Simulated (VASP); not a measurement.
Runs of VASP 6.6.1 on ZrS. The structure is that of space group R-3m (No. 166), or close to it. The cells are those of the table. 

```csv
cell,gap on the mesh (eV),pressure (GPa)
"a = 3.796 Å, angles 57.3°, 2 atoms",none,-6.7
"a = 3.816 Å, angles 54.7°, 2 atoms",none,0.4
"a = 3.525 Å, angles 68.1°, 2 atoms",none,-6.6
"a = 3.582 Å, angles 65.4°, 2 atoms",none,-6.6
"a = 3.978 Å, angles 52.2°, 2 atoms",none,(a)
"a = 3.646 Å, angles 62.7°, 2 atoms",none,-6.7
"a = 3.883 Å, angles 54.7°, 2 atoms",none,-6.5
"a = 3.584 Å, angles 68.1°, 2 atoms",none,-11.6
```

Alike in all rows: task single point; level PBEsol; potentials or basis VASP PAW PBE potentials, release 64 (Zr_sv, S); no spin polarisation; k mesh 16 × 16 × 16; cutoff (eV) 520; smearing gaussian 0.15 eV.

**Question.** Fill in the values left out.

**Answer.** (a) -6.1.

Caveats: the PAW data sets were made with another functional, which shifts forces and pressure a little.

A k mesh can miss the band edges, and the runs leave out spin-orbit coupling on Zr.

A gap of «none» marks levels without a gap at the run's occupations.
